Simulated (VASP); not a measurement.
Ni:

```
Ni
1.0
     0.00000    1.76037    1.76037
     1.76037    0.00000    1.76037
     1.76037    1.76037    0.00000
Ni
1
Cartesian
  0.0000 0.0000 0.0000
```

Base run:

```yaml
Program: VASP 6.6.1
Functional: r2SCAN
Potentials_or_basis: VASP PAW PBE potentials, release 64 (Ni)
Cutoff: 520 eV
k_mesh: 14 × 14 × 14
Occupations: fermi-dirac, width 0.1 eV
Spin: collinear spin, ferromagnetic start
Starting_moments: "[1.58] μB"
Fixed_moment: 1.58 μB
```

Its results: pressure 7.1 GPa; site moments Ni +1.53 μB.

Question: After a change of settings the same cell gave: pressure -8.0 GPa; site moments Ni +0.56 μB. Which change was it?
A. fixed moment from 1.58 μB to none; moments at the start from [1.58] to [2.0]
B. fixed moment from 1.58 μB to 0.79 μB; moments at the start from [1.58] to [0.79]
C. fixed moment from 1.58 μB to 0.53 μB; moments at the start from [1.58] to [0.53]
D. fixed moment from 1.58 μB to 1.32 μB; moments at the start from [1.58] to [1.32]

Answer: C.

Caveats: the PAW data sets were made with another functional, which shifts forces and pressure a little; the total moment is fixed, so each spin has its own Fermi level and the state may be an excited one; the cell stands under pressure (at least some runs); the cell stands under tension (at least some runs).
